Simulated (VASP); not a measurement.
Crystal: Be.

```
CELL_PARAMETERS angstrom
-1.25312 1.25312 1.25312
1.25312 -1.25312 1.25312
1.25312 1.25312 -1.25312
ATOMIC_POSITIONS crystal
Be 0.00000 0.00000 0.00000
```

This isn't the form of Be at room conditions, which is hcp.

* Program: VASP 6.6.1
* Task: relaxation of cell and atoms
* Functional: LDA
* Potentials or basis: VASP PAW LDA potentials, release 64 (Be)
* Cutoff: 600 eV
* k mesh: 15 × 15 × 15
* Occupations: gaussian, width 0.1 eV
* Spin: no spin polarisation

At the start: pressure -6.1 GPa; volume 7.87 Å³/atom.

Problem. How do energy, volume and symmetry change on relaxing?

Solution. Over 3 steps the energy falls by 7.6 meV/atom and the volume is 7.49 Å³/atom (-4.9 %); space group Im-3m (No. 229, to 0.1 Å) before and after.

The path:
```csv
step,energy change (eV),largest force (eV/Å),pressure (GPa),volume (Å³)
1,0.0000,0.0000,-6.13,7.87
2,-0.0075,0.0000,-0.84,7.53
3,-0.0076,0.0000,-0.01,7.49
```

Final structure:
```xyz
1
Lattice="-1.2323 1.2323 1.2323 1.2323 -1.2323 1.2323 1.2323 1.2323 -1.2323" Properties=species:S:1:pos:R:3 pbc="T T T"
Be    0.0000    0.0000    0.0000
```
